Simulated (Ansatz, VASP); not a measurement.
One calculation of Ir, two programs

The input INCAR:

```
SYSTEM = Ir
  PREC = Accurate
  ENCUT = 560
  EDIFF = 1E-6
  ISMEAR = -1
  SIGMA = 0.05
  LREAL = .False.
  LASPH = .True.
  NELM = 120
  ALGO = Normal
  ISIF = 2
  LWAVE = .False.
  LCHARG = .False.
  GGA = CA
  NBANDS = 24
  GGA_COMPAT = .False.
```

File KPOINTS:

```
regular mesh
0
Gamma
  8 8 5
  0 0 0
```

File POSCAR:

```
Ir
1.0
    2.7513778946      0.0000000000      0.0000000000
   -1.3756889473      2.3827631521      0.0000000000
    0.0000000000      0.0000000000      4.4622900000
Ir
2
Direct
    0.3333333333      0.6666666667      0.2500000000
    0.6666666667      0.3333333333      0.7500000000
```

File input.yaml:

```yaml
crystal:
  lattice:
    - [2.7513778946, 0.0, 0.0]
    - [-1.3756889473, 2.3827631521, 0.0]
    - [0.0, 0.0, 4.46229]
  atoms:
    - { symbol: Ir, position: [0.3333333333, 0.6666666667, 0.25] }
    - { symbol: Ir, position: [0.6666666667, 0.3333333333, 0.75] }
hamiltonian:
  xc: lda
  pseudopotentials: { kind: paw }
kpoints:
  mp_grid: { grid: [8, 8, 5] }
  band_path:
    path:
      - [[0.0, 0.0, 0.0], [0.5, 0.0, 0.0], [0.3333333333, 0.3333333333, 0.0], [0.0, 0.0, 0.0], [0.0, 0.0, 0.5], [0.5, 0.0, 0.5], [0.3333333333, 0.3333333333, 0.5], [0.0, 0.0, 0.5]]
      - [[0.5, 0.0, 0.5], [0.5, 0.0, 0.0]]
      - [[0.3333333333, 0.3333333333, 0.0], [0.3333333333, 0.3333333333, 0.5]]
    npoints: 14
scf:
  occupations: { method: fermi_dirac, width: 0.05 }
  n_extra_bands: 6
output:
  forces: true
  stress: true
  eigenvalues: true
  fatbands: false
  write_density: true
  write_potential: true
  elf: true
  volumetric_format: npy
```

Alike in both runs: functional LDA; k mesh 8 × 8 × 5; occupations fermi-dirac, width 0.05 eV; no spin polarisation.

|  | VASP | Ansatz |
| --- | --- | --- |
| version | VASP 6.6.1 | Ansatz 0.2.0 |
| potentials or method | VASP PAW LDA potentials, release 64 (Ir_sv_GW) | Ansatz PAW |
| plane-wave cutoff (eV) | 560 | 420 |
| valence electrons in the cell | 34 | 34 |
| task | single point | band structure |

Ansatz gave:

```
gap on the k mesh at the Fermi level (eV)                     : none
pressure (GPa)                                                : -17.0
traceless stress, the component that is largest in VASP (GPa) : -1.13
```

**Question.** What did VASP give for the same quantities?

**Answer.** gap on the k mesh at the Fermi level (eV): none; pressure (GPa): -17.5; traceless stress, the component that is largest in VASP (GPa): -1.13.

LDA's correlation is that of Perdew and Zunger in VASP and of Perdew and Wang (1992) in Ansatz. A gap of «none» marks a metal or a gap that the smearing closes.

Spin-orbit coupling is off throughout.
